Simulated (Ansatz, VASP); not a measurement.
Given: the input of a run of VASP 6.6.1 on As.

Contents of INCAR:

```
PREC     = Accurate       # precision mode
ENCUT    = 520            # plane-wave cutoff, eV
EDIFF    = 1E-6           # SCF threshold, eV
ISMEAR   = -1             # smearing method
SIGMA    = 0.1            # smearing width, eV
LREAL    = False          # projectors in reciprocal space
LASPH    = True           # aspherical terms in the spheres
NELM     = 80             # most SCF steps
ALGO     = Normal         # electronic algorithm
ISIF     = 2              # what is computed and relaxed
LWAVE    = False          # write WAVECAR
LCHARG   = False          # write CHGCAR
GGA      = PS             # functional
NBANDS   = 12             # bands
```

KPOINTS

```
regular mesh
0
Gamma
  9 9 9
```

Contents of POSCAR:

```
As
1.0
    1.8424025153      1.0637115881      3.4423263150
   -1.8424025153      1.0637115881      3.4423263150
    0.0000000000     -2.1274231763      3.4423263150
As
2
Direct
    0.2260000000      0.2260000000      0.2260000000
    0.7740000000      0.7740000000      0.7740000000
```

Potentials or basis: VASP PAW PBE potentials, release 64 (As).

Run with:

```sh
$ cat potpaw_PBE.64/As/POTCAR > POTCAR
$ mpirun -np 1 vasp_std > vasp.out
```

Q: Set up the same calculation for Ansatz 0.2.0. Potentials there: all-electron LAPW, inner shells corrected to Dirac's equation.

A: As run (the cutoff follows the program's own potentials):

Contents of input.yaml:

```yaml
crystal:
  lattice:
    - [1.8424025153, 1.0637115881, 3.442326315]
    - [-1.8424025153, 1.0637115881, 3.442326315]
    - [0.0, -2.1274231763, 3.442326315]
  atoms:
    - { symbol: As, position: [0.226, 0.226, 0.226] }
    - { symbol: As, position: [0.774, 0.774, 0.774] }
kpoints:
  mp_grid: { grid: [9, 9, 9] }
scf:
  occupations: { method: fermi_dirac, width: 0.1 }
hamiltonian:
  xc: pbesol
  pseudopotentials:
    kind: all_electron
    lapw: { basis_error: 0.001 }
    dirac_shells: { As: ["3p"] }
output:
  forces: true
  stress: true
  eigenvalues: true
```

Potentials or basis: all-electron LAPW, inner shells corrected to Dirac's equation.

The run is started by

```bash
$ ansatz run input.yaml --threads 1 --pin off --max-ram 2560MiB --backend cpu --events-out ev --progress --plain --runs-dir out
```

Both were run:

|  | VASP | Ansatz | Ansatz less VASP |
| --- | --- | --- | --- |
| gap on the k mesh at the Fermi level (eV) | none | none | - |
| pressure (GPa) | 6.3 | 5.8 | -0.57 |
| traceless stress, the component that is largest in VASP (GPa) | -1.93 | -1.76 | +0.175 |
| rms of the force components (eV/Å) | 0.532 | 0.479 | -0.0530 |

VASP's potentials were made for PBE, not for PBEsol. Atom by atom the forces differ by 0.053 eV/Å (rms over components). A gap of «none» marks a metal or a gap that the smearing closes. Ansatz ran all-electron here, and VASP with PAW potentials.
